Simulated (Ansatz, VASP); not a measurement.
## ScAl3: VASP beside Ansatz

Contents of INCAR:

```
PREC     = Accurate       # precision mode
ENCUT    = 520            # plane-wave cutoff, eV
EDIFF    = 1E-7           # SCF threshold, eV
ISMEAR   = 0              # smearing method
SIGMA    = 0.15           # smearing width, eV
LREAL    = F              # projectors in reciprocal space
LASPH    = T              # aspherical terms in the spheres
NELM     = 80             # most SCF steps
ALGO     = Fast           # electronic algorithm
ISIF     = 2              # what is computed and relaxed
LWAVE    = F              # write WAVECAR
LCHARG   = F              # write CHGCAR
GGA      = PE             # functional
NBANDS   = 18             # bands
```

KPOINTS

```
regular mesh
0
Gamma
  12 12 12
```

Contents of POSCAR:

```
ScAl3
1.0
    3.7769041482      0.0000000000      0.0000000000
    0.0000000000      3.7769041482      0.0000000000
    0.0000000000      0.0000000000      3.9411173721
Sc Al
1 3
Direct
    0.0000000000      0.0000000000      0.0000000000
    0.5000000000      0.0000000000      0.5000000000
    0.0000000000      0.5000000000      0.5000000000
    0.5000000000      0.5000000000      0.0000000000
```

Input for Ansatz:

```yaml
crystal:
  lattice:
    - [3.7769041482, 0.0, 0.0]
    - [0.0, 3.7769041482, 0.0]
    - [0.0, 0.0, 3.9411173721]
  atoms:
    - { symbol: Sc, position: [0.0, 0.0, 0.0] }
    - { symbol: Al, position: [0.5, 0.0, 0.5] }
    - { symbol: Al, position: [0.0, 0.5, 0.5] }
    - { symbol: Al, position: [0.5, 0.5, 0.0] }
basis:
  ecutwfc: 420
kpoints:
  mp_grid: { grid: [12, 12, 12] }
hamiltonian:
  xc: pbe
scf:
  occupations: { method: gaussian, width: 0.15 }
output:
  forces: true
  stress: true
  eigenvalues: true
```

Change from the starting cell: strain -0.080 along x and y, -0.040 along z, atoms carried along.

Alike in both runs: task single point; functional PBE; k mesh 12 × 12 × 12; occupations gaussian, width 0.15 eV; no spin polarisation.

|  | VASP | Ansatz |
| --- | --- | --- |
| version | VASP 6.6.1 | Ansatz 0.2.0 |
| potentials or method | VASP PAW PBE potentials, release 64 (Sc_sv, Al), cutoff 520 eV | scalar-relativistic, plane waves, PAW |
| valence electrons in the cell | 20 | 20 |

```csv
,VASP,Ansatz,Ansatz less VASP
gap on the k mesh at the Fermi level (eV),none,none,-
pressure (GPa),27.6,27.5,-0.11
"traceless stress, the component that is largest in VASP (GPa)",-6.48,-6.48,+0.006
```

A gap of «none» marks a metal or a gap that the smearing closes. The functional is the same, so the differences come from potentials, cutoffs and numerics.
